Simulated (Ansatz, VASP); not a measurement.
# N: VASP beside Ansatz

INCAR

```
  PREC = Accurate
  ENCUT = 520
  EDIFF = 1E-6
  ISMEAR = -1
  SIGMA = 0.08
  LREAL = F
  LASPH = T
  NELM = 80
  ALGO = Normal
  ISIF = 2
  LWAVE = F
  LCHARG = F
  GGA = PE
  NBANDS = 12
```

The input KPOINTS:

```
regular mesh
0
Gamma
  4 4 4
```

Contents of POSCAR:

```
N
1.0
    0.0000000000      2.0920680405      2.0920680405
    2.0920680405      0.0000000000      2.0920680405
    2.0920680405      2.0920680405      0.0000000000
N
2
Direct
    0.0000000000      0.0000000000      0.0000000000
    0.2500000000      0.2500000000      0.2500000000
```

Input for Ansatz:

```yaml
crystal:
  lattice:
    - [0.0, 2.0920680405, 2.0920680405]
    - [2.0920680405, 0.0, 2.0920680405]
    - [2.0920680405, 2.0920680405, 0.0]
  atoms:
    - { symbol: "N", position: [0.0, 0.0, 0.0] }
    - { symbol: "N", position: [0.25, 0.25, 0.25] }
kpoints:
  mp_grid: { grid: [4, 4, 4] }
scf:
  occupations: { method: fermi_dirac, width: 0.08 }
hamiltonian:
  xc: pbe
  pseudopotentials: { kind: all_electron, lapw: { basis_error: 0.00025 } }
output:
  forces: true
  stress: true
  eigenvalues: true
```

Alike in both runs: task single point; functional PBE; k mesh 4 × 4 × 4; occupations fermi-dirac, width 0.08 eV; no spin polarisation.

|  | VASP | Ansatz |
| --- | --- | --- |
| version | VASP 6.6.1 | Ansatz 0.2.0 |
| potentials or method | VASP PAW PBE potentials, release 64 (N), cutoff 520 eV | all-electron LAPW, scalar-relativistic |

```tsv
	VASP	Ansatz	Ansatz less VASP
pressure (GPa)	-3.8	-3.9	-0.06
```

Ansatz ran all-electron here, and VASP with PAW potentials.

The k mesh is coarse, so the values compare programs but aren't converged.
